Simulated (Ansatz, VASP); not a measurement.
## One calculation of TiAl3, two programs

```
CELL_PARAMETERS angstrom
2.83968 0.00000 0.00000
0.00000 4.68126 0.00000
0.00000 0.00000 4.90074
ATOMIC_POSITIONS crystal
Ti 0.00000 0.50000 0.16592
Al 0.50000 0.50000 0.66727
Al 0.50000 0.00000 0.33091
Al 0.00000 0.00000 0.83590
```

Alike in both runs: task single point; functional PBEsol; k mesh 1 × 1 × 1; occupations gaussian, width 0.1 eV; no spin polarisation.

```csv
,VASP,Ansatz
version,VASP 6.6.1,Ansatz 0.2.0
potentials or method,"VASP PAW PBE potentials, release 64 (Ti_sv, Al), cutoff 520 eV","scalar-relativistic, plane waves, PAW"
valence electrons in the cell,21,21
```

```tsv
	VASP	Ansatz	Ansatz less VASP
pressure (GPa)	-11.2	-11.1	+0.09
traceless stress, the component that is largest in VASP (GPa)	-90.13	-89.93	+0.201
rms of the force components (eV/Å)	1.002	1.004	+0.0019
```

VASP's potentials were made for PBE, not for PBEsol. Atom by atom the forces differ by 0.002 eV/Å (rms over components). With one functional, cell and mesh, what is left measures potentials, basis and numerics.

The k mesh is coarse, so the values compare programs but aren't converged.
